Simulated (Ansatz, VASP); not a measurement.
# Two plane-wave programs on TlIn

```
Tl In
1.0
     1.70640    0.98519    5.57543
    -1.70640    0.98519    5.57543
     0.00000   -1.97038    5.57543
Tl In
1 1
Direct
  0.50000 0.50000 0.50000
  0.00000 0.00000 0.00000
```

Change from the starting cell: volume scaled by 1, PAW files.

Alike in both runs: task electric field gradients; functional LDA; k mesh 12 × 12 × 12; occupations fermi-dirac, width 0.05 eV; no spin polarisation.

|  | VASP | Ansatz |
| --- | --- | --- |
| version | VASP 6.6.1 | Ansatz 0.2.0 |
| potentials or method | VASP PAW LDA potentials, release 64 (Tl_d, In_d) | PAW with Ansatz's default frozen-core files, scalar-relativistic |
| plane-wave cutoff (eV) | 520 | 420 |
| valence electrons in the cell | 26 | 26 |

|  | VASP | Ansatz | Ansatz less VASP |
| --- | --- | --- | --- |
| pressure (GPa) | -3.1 | -3.1 | -0.02 |
| size of Vzz on the site where it differs most (V/Å²) | 27.7 | 31.4 | +3.69 |

LDA's correlation is that of Perdew and Zunger in VASP and of Perdew and Wang (1992) in Ansatz.

Spin-orbit coupling is off throughout.
